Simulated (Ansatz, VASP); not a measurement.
# Two plane-wave programs on Te2Mo

```xyz
6
Lattice="3.5039 0.0000 0.0000 -1.7519 3.0345 0.0000 0.0000 0.0000 24.7677" Properties=species:S:1:pos:R:3 pbc="T T T"
Te    0.0000    2.0230    4.5000
Te    0.0000    2.0230    8.1339
Te   -0.5840    4.0459   11.6139
Te   -0.5840    4.0459   15.2477
Mo    1.7519    1.0115    6.3169
Mo    1.1680    3.0345   13.4308
```

Alike in both runs: task single point; functional PBE; dispersion D3(BJ); k mesh 9 × 9 × 1; occupations gaussian, width 0.05 eV; no spin polarisation.

|  | VASP | Ansatz |
| --- | --- | --- |
| version | VASP 6.6.1 | Ansatz 0.2.0 |
| potentials or method | VASP PAW PBE potentials, release 64 (Te, Mo_sv), cutoff 520 eV | scalar-relativistic, plane waves, PAW |
| valence electrons in the cell | 52 | 92 |

Ansatz gave:

```
gap on the k mesh at the Fermi level (eV) : 1.08
least direct gap on the mesh (eV)         : 1.14
rms of the force components (eV/Å)        : 0.025
```

Task: What did VASP give for the same quantities?

Result: gap on the k mesh at the Fermi level (eV): 1.09; least direct gap on the mesh (eV): 1.14; rms of the force components (eV/Å): 0.026.

VASP's potentials hold 52 valence electrons a cell and Ansatz's 92, so a difference there can come from the potentials and not from the codes. Ansatz's warnings: xc potential rough in thin density.

Neither program's run includes spin-orbit coupling.
